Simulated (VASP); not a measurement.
# Ge3N (Fm-3m) in VASP: further runs

Ge3N is run at these levels: PBE; tasks: single point, relaxation of cell and atoms.

All numbers are computed with VASP 6.6.1; they aren't measurements. Logs are shortened: lines on timing, memory, paths and dates and some standing lists are left out, and cuts for length are marked.

**1. The cell of the first run**

Symmetry: Fm-3m, No. 225, cubic system. Conventional cell: a = 6.262 Å, b = 6.262 Å, c = 6.262 Å, α = 90.00°, β = 90.00°, γ = 90.00°. Within 3.6 Å of Ge (site symmetry -43m) lie 10 Ge at 2.71 to 3.13 Å and 4 N at 2.71 Å. Ge (site symmetry m-3m) has 8 Ge at 2.71 Å and 6 N at 3.13 Å within 3.6 Å. N (site symmetry m-3m) has 14 Ge at 2.71 to 3.13 Å within 3.6 Å.

The cell was built from a structure type or drawn by symmetry, and may not be a known phase.

**2. Single point, PBE**

Input file INCAR:

```
  ALGO = Normal
  EDIFF = 1E-6
  ENCUT = 520
  GGA = PE
  ISIF = 2
  ISMEAR = 0
  LASPH = True
  LCHARG = True
  LELF = True
  LREAL = False
  LVHAR = True
  LWAVE = False
  NBANDS = 32
  NELM = 80
  PREC = Accurate
  SIGMA = 0.1
```

Input file KPOINTS:

```
k-points
0
Gamma
  4 4 4
```

Input file POSCAR:

```
Ge3N
1.0
    0.0000000000      3.1310452902      3.1310452902
    3.1310452902      0.0000000000      3.1310452902
    3.1310452902      3.1310452902      0.0000000000
Ge N
3 1
Direct
    0.2500000000      0.2500000000      0.2500000000
    0.7500000000      0.7500000000      0.7500000000
    0.5000000000      0.5000000000      0.5000000000
    0.0000000000      0.0000000000      0.0000000000
```

Potentials or basis: VASP PAW PBE potentials, release 64 (Ge_d, N).

Command:

```console
cat potpaw_PBE.64/Ge_d/POTCAR potpaw_PBE.64/N/POTCAR > POTCAR
mpirun -np 1 vasp_std > vasp.out
```

OUTCAR:

```text
EDIFF = 1E-6
   ENCUT = 520
   GGA = PE
   ISIF = 2
   ISMEAR = 0
   LASPH = True
   LREAL = False
   NELM = 80
   PREC = Accurate

 ion  position               nearest neighbor table
   1  0.250  0.250  0.250-   3 2.71   3 2.71   3 2.71   3 2.71
   2  0.750  0.750  0.750-   3 2.71   3 2.71   3 2.71   3 2.71
   3  0.500  0.500  0.500-   1 2.71   1 2.71   1 2.71   1 2.71   2 2.71   2 2.71   2 2.71   2 2.71

   4  0.000  0.000  0.000-

  LATTYP: Found a face centered cubic cell.
 ALAT       =     6.2620905804

  Lattice vectors:

 A1 = (   0.0000000000,   3.1310452902,   3.1310452902)
 A2 = (   3.1310452902,   0.0000000000,   3.1310452902)
 A3 = (   3.1310452902,   3.1310452902,   0.0000000000)

Analysis of symmetry for initial positions (statically):
=====================================================================
 Subroutine PRICEL returns:
 Original cell was already a primitive cell.

 Routine SETGRP: Setting up the symmetry group for a
 face centered cubic supercell.

 Subroutine GETGRP returns: Found 48 space group operations
 (whereof 48 operations were pure point group operations)
 out of a pool of 48 trial point group operations.

The static configuration has the point symmetry O_h .

Analysis of symmetry for dynamics (positions and initial velocities):
=====================================================================
 Subroutine PRICEL returns:
 Original cell was already a primitive cell.

 Routine SETGRP: Setting up the symmetry group for a
 face centered cubic supercell.

 Subroutine GETGRP returns: Found 48 space group operations
 (whereof 48 operations were pure point group operations)
 out of a pool of 48 trial point group operations.

The dynamic configuration has the point symmetry O_h .

 Subroutine INISYM returns: Found 48 space group operations
 (whereof 48 operations are pure point group operations),
 and found     1 'primitive' translations

----------------------------------------------------------------------------------------

                                     Primitive cell

  volume of cell :      61.3901

  direct lattice vectors                    reciprocal lattice vectors
     0.000000000  3.131045290  3.131045290    -0.159691079  0.159691079  0.159691079
     3.131045290  0.000000000  3.131045290     0.159691079 -0.159691079  0.159691079
     3.131045290  3.131045290  0.000000000     0.159691079  0.159691079 -0.159691079
[... 63 lines left out ...]
   ISTART =      0    job   : 0-new  1-cont  2-samecut
   ICHARG =      2    charge: 1-file 2-atom 10-const
   ISPIN  =      1    spin polarized calculation?
   LNONCOLLINEAR =      F non collinear calculations
   LSORBIT =      F    spin-orbit coupling
   LASPH  =      T    aspherical Exc in radial PAW
   ENCUT  =  520.0 eV  38.22 Ry    6.18 a.u.   8.23  8.23  8.23*2*pi/ulx,y,z
   NELM   =     80;   NELMIN=  2; NELMDL= -5     # of ELM steps
   EDIFF  = 0.1E-05   stopping-criterion for ELM
   LREAL  =      F    real-space projection
[... 7 lines left out ...]
   TEBEG  =    0.0;   TEEND  =   0.0 temperature during run
   PSTRESS=    0.0 pullay stress
   NELECT =      47.0000    total number of electrons
   NUPDOWN=      -1.0000    fix difference up-down
   EMIN   =  10.00;   EMAX   =-10.00  energy-range for DOS
   EFERMI =   0.00;   METHOD = LEGACY
   ISMEAR =     0;   SIGMA  =   0.10  broadening in eV -4-tet -1-fermi 0-gaus
   EFERMI_NEDOS =   21; number of points for ismear=-14 and -15
   IALGO  =     38    algorithm
   IMIX   =      4    mixing-type and parameters
     AMIX     =   0.40;   BMIX     =  1.00
     AMIX_MAG =   1.60;   BMIX_MAG =  1.00
  volume/ion in A,a.u.               =      15.35       103.57
  Fermi-wavevector in a.u.,A,eV,Ry     =   1.497642  2.830134 30.516949  2.242933
  Thomas-Fermi vector in A             =   2.609504
   LORBIT       =      0    0 simple, 1 ext, 2 COOP (PROOUT), +10 PAW based schemes
   GGA     = PE    functional components
   LHFCALC =     F    Hartree Fock is set to
   AEXX    =    0.0000 exact exchange contribution
   IVDW    =     0    specifies the selected vdW correction
   LEPSILON=     F    determine dielectric tensor
   LRPA    =     F    only Hartree local field effects (RPA)
 non-spin polarized calculation
 Gauss-broadening in eV      SIGMA  =   0.10
  energy-cutoff  :      520.00
  volume of cell :       61.39
 maximum number of plane-waves:      1676
 NGX is ok and might be reduce to    36
   NGX = 17   NGY = 17   NGZ = 17

 number of electron      46.9999966 magnetization

 Free energy of the ion-electron system (eV)
  ---------------------------------------------------
  ext. energy  EPLUGINS =         0.00000000
  ---------------------------------------------------
  free energy    TOTEN  =       -17.51937098 eV

  energy without entropy =      -17.49866256  energy(sigma->0) =      -17.50901677

 E-fermi :   7.0556     XC(G=0): -11.6409

 val. band max:        7.0338167000   @ k =   0.5000   0.2500   0.0000
 cond. band min:       7.1925017234   @ k =   0.5000   0.5000   0.0000
 fundamental gap:      0.1586850233
 Fermi energy:         7.0555993721

 k-point     1 :       0.0000    0.0000    0.0000
  band No.  band energies     occupation
      1     -18.2000      2.00000
      2     -18.2000      2.00000
      3     -18.1648      2.00000
      4     -18.1648      2.00000
      5     -18.1648      2.00000
      6     -18.1431      2.00000
[... 269 lines left out ...]
     31      13.5437      0.00000
     32      17.8117      0.00000

------------------------ aborting loop because EDIFF is reached ----------------------------------------

  FORCE on cell =-STRESS in cart. coord.  units (eV):
  Direction    XX          YY          ZZ          XY          YZ          ZX
  --------------------------------------------------------------------------------------
  -------------------------------------------------------------------------------------
  Total       -0.0527244     -0.0527244     -0.0527244     -0.0000000     -0.0000000      0.0000000
  in kB       -1.3760183     -1.3760183     -1.3760183     -0.0000000     -0.0000000      0.0000000
  external PRESSURE =      -1.3760183 kB  Pullay stress =       0.0000000 kB

 VOLUME and BASIS-vectors are now :
 -----------------------------------------------------------------------------
  energy-cutoff  :      520.00
  volume of cell :       61.39
      direct lattice vectors                 reciprocal lattice vectors
     0.000000000  3.131045290  3.131045290    -0.159691079  0.159691079  0.159691079
     3.131045290  0.000000000  3.131045290     0.159691079 -0.159691079  0.159691079
     3.131045290  3.131045290  0.000000000     0.159691079  0.159691079 -0.159691079

 POSITION                                       TOTAL-FORCE (eV/Angst)
 -----------------------------------------------------------------------------------
      1.56552      1.56552      1.56552         0.000000      0.000000      0.000000
      4.69657      4.69657      4.69657        -0.000000     -0.000000     -0.000000
      3.13105      3.13105      3.13105         0.000000      0.000000     -0.000000
      0.00000      0.00000      0.00000         0.000000      0.000000     -0.000000
 -----------------------------------------------------------------------------------
    total drift:                                0.000000      0.000000      0.000000

  FREE ENERGIE OF THE ION-ELECTRON SYSTEM (eV)
  ---------------------------------------------------
  free  energy   TOTEN  =       -17.5193709753 eV

  energy  without entropy=      -17.4986625568  energy(sigma->0) =      -17.50901677
```

OSZICAR:

```text
N       E                     dE             d eps       ncg     rms          rms(c)
DAV:   1     0.385471042151E+03    0.38547E+03   -0.22236E+04   656   0.412E+03
DAV:   2     0.482718035711E+02   -0.33720E+03   -0.32243E+03   520   0.788E+02
DAV:   3    -0.157884694327E+02   -0.64060E+02   -0.62041E+02   600   0.187E+02
DAV:   4    -0.189645697024E+02   -0.31761E+01   -0.31708E+01   536   0.483E+01
DAV:   5    -0.190246229213E+02   -0.60053E-01   -0.60049E-01   616   0.747E+00    0.778E+00
DAV:   6    -0.193764589902E+02   -0.35184E+00   -0.14365E+01   720   0.188E+01    0.968E+00
DAV:   7    -0.175205949032E+02    0.18559E+01   -0.26114E+00   776   0.933E+00    0.167E+00
DAV:   8    -0.175286067680E+02   -0.80119E-02   -0.44136E-01   616   0.735E+00    0.764E-01
DAV:   9    -0.175194610748E+02    0.91457E-02   -0.28530E-02   744   0.231E+00    0.240E-01
DAV:  10    -0.175194288403E+02    0.32234E-04   -0.80350E-03   728   0.145E+00    0.104E-01
DAV:  11    -0.175193914943E+02    0.37346E-04   -0.66745E-04   584   0.295E-01    0.515E-02
DAV:  12    -0.175193712313E+02    0.20263E-04   -0.17205E-04   664   0.375E-01    0.259E-02
DAV:  13    -0.175193714944E+02   -0.26310E-06   -0.31236E-05   608   0.566E-02    0.821E-03
DAV:  14    -0.175193709753E+02    0.51905E-06   -0.25181E-06   440   0.335E-02
   1 F= -.17519371E+02 E0= -.17509017E+02  d E =-.207084E-01
```

Run time: 30 s. Hardware: 1 thread of Intel Xeon 8259CL, shared host; peak memory 0.2 GiB.

What came out:

```yaml
Free_energy: -17.5194 eV
Pressure: -0.1 GPa
Band_gap_on_the_k_mesh: zero (an odd number of electrons rules out a gap without spin polarisation)
```

Caveat: the k points lie up to 0.43 Å⁻¹ apart, too coarse for converged energies and pressures of a metal.

**3. Single point, PBE**

This run uses another cell than the first one, of 19.31 Å³/atom.

Input file INCAR:

```
PREC = Accurate
ENCUT = 520
EDIFF = 1E-7
ISMEAR = 0
SIGMA = 0.1
LREAL = F
LASPH = T
NELM = 80
ALGO = Normal
ISIF = 2
LWAVE = F
LCHARG = F
GGA = PE
NBANDS = 32
```

Input file KPOINTS:

```
regular mesh
0
Gamma
  4 4 4
```

Input file POSCAR:

```
Ge3N
1.0
    0.0000000000      3.3798713500      3.3798713500
    3.3798713500      0.0000000000      3.3798713500
    3.3798713500      3.3798713500      0.0000000000
Ge N
3 1
Direct
    0.2500000000      0.2500000000      0.2500000000
    0.7500000000      0.7500000000      0.7500000000
    0.5000000000      0.5000000000      0.5000000000
    0.0000000000      0.0000000000      0.0000000000
```

Potentials or basis: VASP PAW PBE potentials, release 64 (Ge_d, N).

Command:

```console
cat potpaw_PBE.64/Ge_d/POTCAR potpaw_PBE.64/N/POTCAR > POTCAR
mpirun -np 1 vasp_std > vasp.out
```

It took 57 s on 1 thread of Intel Xeon 8259CL, shared host; peak memory 0.21 GiB.

Results (log left out):

```
Free energy            : -16.7805 eV
Pressure               : -12.1 GPa
Band gap on the k mesh : zero (an odd number of electrons rules out a gap without spin polarisation)
```

Levels at points of the mesh, in eV from the Fermi level:
```tsv
k point	band 20	band 21	band 22	band 23	band 24	band 25	band 26	band 27	band 28	band 29
(0.00, 0.00, 0.00)	-1.74	-1.74	-1.74	-1.03	-1.03	-1.03	-0.48	-0.48	-0.48	5.81
(0.50, 0.00, 0.00)	-2.31	-2.31	-2.17	-2.17	-0.35	0.27	2.00	2.00	4.00	4.68
(0.50, 0.50, 0.00)	-4.38	-4.38	0.03	0.51	0.51	0.77	3.39	3.39	3.47	4.66
```

Caveat: the k points lie up to 0.40 Å⁻¹ apart, too coarse for converged energies and pressures of a metal.

**4. Single point, PBE**

This run uses another cell than the first one, of 15.49 Å³/atom.

Input file INCAR:

```
PREC     = Accurate       # precision mode
ENCUT    = 520            # plane-wave cutoff, eV
EDIFF    = 1E-6           # SCF threshold, eV
ISMEAR   = 0              # smearing method
SIGMA    = 0.1            # smearing width, eV
LREAL    = F              # projectors in reciprocal space
LASPH    = T              # aspherical terms in the spheres
NELM     = 80             # most SCF steps
ALGO     = Normal         # electronic algorithm
ISIF     = 2              # what is computed and relaxed
LWAVE    = F              # write WAVECAR
LCHARG   = T              # write CHGCAR
GGA      = PE             # functional
LELF     = T              # ELF
LVHAR    = T            
NBANDS   = 32             # bands
```

Input file KPOINTS:

```
regular mesh
0
Gamma
  6 6 6
```

Input file POSCAR:

```
Ge3N
1.0
    0.0000000000      3.1405324101      3.1405324101
    3.1405324101      0.0000000000      3.1405324101
    3.1405324101      3.1405324101      0.0000000000
Ge N
3 1
Direct
    0.2500000000      0.2500000000      0.2500000000
    0.7500000000      0.7500000000      0.7500000000
    0.5000000000      0.5000000000      0.5000000000
    0.0000000000      0.0000000000      0.0000000000
```

Potentials or basis: VASP PAW PBE potentials, release 64 (Ge_d, N).

Command:

```console
cat potpaw_PBE.64/Ge_d/POTCAR potpaw_PBE.64/N/POTCAR > POTCAR
mpirun -np 1 vasp_std > vasp.out
```

OUTCAR:

```text
PREC = Accurate
   ENCUT = 520
   EDIFF = 1E-6
   ISMEAR = 0
   LREAL = F
   LASPH = T
   NELM = 80
   ISIF = 2
   GGA = PE

 ion  position               nearest neighbor table
   1  0.250  0.250  0.250-   3 2.72   3 2.72   3 2.72   3 2.72
   2  0.750  0.750  0.750-   3 2.72   3 2.72   3 2.72   3 2.72
   3  0.500  0.500  0.500-   1 2.72   1 2.72   1 2.72   2 2.72   2 2.72   2 2.72   2 2.72   1 2.72

   4  0.000  0.000  0.000-

  LATTYP: Found a face centered cubic cell.
 ALAT       =     6.2810648202

  Lattice vectors:

 A1 = (   0.0000000000,   3.1405324101,   3.1405324101)
 A2 = (   3.1405324101,   0.0000000000,   3.1405324101)
 A3 = (   3.1405324101,   3.1405324101,   0.0000000000)

Analysis of symmetry for initial positions (statically):
=====================================================================
 Subroutine PRICEL returns:
 Original cell was already a primitive cell.

 Routine SETGRP: Setting up the symmetry group for a
 face centered cubic supercell.

[... 158 lines left out ...]
  free energy    TOTEN  =       -17.45771426 eV

  energy without entropy =      -17.44806829  energy(sigma->0) =      -17.45289127

 E-fermi :   6.5795     XC(G=0): -11.5972

 val. band max:        6.5710114749   @ k =   0.1667   0.0000   0.0000
 cond. band min:       6.7193559814   @ k =   0.3333   0.3333   0.0000
 fundamental gap:      0.1483445065
 Fermi energy:         6.5795409283

 k-point     1 :       0.0000    0.0000    0.0000
  band No.  band energies     occupation
      1     -18.1941      2.00000
      2     -18.1941      2.00000
      3     -18.1582      2.00000
      4     -18.1582      2.00000
      5     -18.1582      2.00000
      6     -18.1419      2.00000
[... 549 lines left out ...]
     31      13.6952      0.00000
     32      17.4138      0.00000

------------------------ aborting loop because EDIFF is reached ----------------------------------------

  FORCE on cell =-STRESS in cart. coord.  units (eV):
  Direction    XX          YY          ZZ          XY          YZ          ZX
  --------------------------------------------------------------------------------------
  -------------------------------------------------------------------------------------
  Total       -0.0722968     -0.0722968     -0.0722968      0.0000000      0.0000000      0.0000000
  in kB       -1.8697759     -1.8697759     -1.8697759      0.0000000      0.0000000      0.0000000
  external PRESSURE =      -1.8697759 kB  Pullay stress =       0.0000000 kB

 VOLUME and BASIS-vectors are now :
 -----------------------------------------------------------------------------
  energy-cutoff  :      520.00
  volume of cell :       61.95
      direct lattice vectors                 reciprocal lattice vectors
     0.000000000  3.140532410  3.140532410    -0.159208674  0.159208674  0.159208674
     3.140532410  0.000000000  3.140532410     0.159208674 -0.159208674  0.159208674
     3.140532410  3.140532410  0.000000000     0.159208674  0.159208674 -0.159208674

 POSITION                                       TOTAL-FORCE (eV/Angst)
 -----------------------------------------------------------------------------------
      1.57027      1.57027      1.57027         0.000000      0.000000      0.000000
      4.71080      4.71080      4.71080        -0.000000     -0.000000     -0.000000
      3.14053      3.14053      3.14053        -0.000000     -0.000000     -0.000000
      0.00000      0.00000      0.00000        -0.000000     -0.000000     -0.000000
 -----------------------------------------------------------------------------------
    total drift:                                0.000000      0.000000      0.000000

  FREE ENERGIE OF THE ION-ELECTRON SYSTEM (eV)
  ---------------------------------------------------
  free  energy   TOTEN  =       -17.4577142591 eV

  energy  without entropy=      -17.4480682871  energy(sigma->0) =      -17.45289127
```

OSZICAR:

```text
N       E                     dE             d eps       ncg     rms          rms(c)
DAV:   1     0.400207936822E+03    0.40021E+03   -0.22160E+04  1256   0.407E+03
DAV:   2     0.521824020767E+02   -0.34803E+03   -0.33017E+03  1024   0.830E+02
DAV:   3    -0.152897834320E+02   -0.67472E+02   -0.65270E+02  1216   0.191E+02
DAV:   4    -0.187955557964E+02   -0.35058E+01   -0.34965E+01  1104   0.496E+01
DAV:   5    -0.188624342062E+02   -0.66878E-01   -0.66868E-01  1200   0.794E+00    0.825E+00
DAV:   6    -0.200337520163E+02   -0.11713E+01   -0.17537E+01  1472   0.202E+01    0.108E+01
DAV:   7    -0.174562742073E+02    0.25775E+01   -0.30499E+00  1576   0.115E+01    0.256E+00
DAV:   8    -0.174681160891E+02   -0.11842E-01   -0.83876E-01  1200   0.479E+00    0.823E-01
DAV:   9    -0.174576308570E+02    0.10485E-01   -0.53910E-02  1264   0.157E+00    0.248E-01
DAV:  10    -0.174589520944E+02   -0.13212E-02   -0.69035E-03  1192   0.652E-01    0.318E-01
DAV:  11    -0.174577082605E+02    0.12438E-02   -0.26434E-03  1464   0.353E-01    0.564E-02
DAV:  12    -0.174577398109E+02   -0.31550E-04   -0.34619E-04  1088   0.117E-01    0.431E-02
DAV:  13    -0.174577158998E+02    0.23911E-04   -0.95724E-05  1352   0.717E-02    0.124E-02
DAV:  14    -0.174577141279E+02    0.17719E-05   -0.13732E-05  1024   0.371E-02    0.401E-03
DAV:  15    -0.174577142591E+02   -0.13116E-06   -0.10089E-06   624   0.775E-03
   1 F= -.17457714E+02 E0= -.17452891E+02  d E =-.964597E-02
```

Wall time 80 s (1 thread of Intel Xeon 8259CL, shared host); peak memory 0.21 GiB.

Results:

* Free energy: -17.4577 eV
* Pressure: -0.2 GPa
* Band gap on the k mesh: zero (an odd number of electrons rules out a gap without spin polarisation)

[end of part 1 of 2]
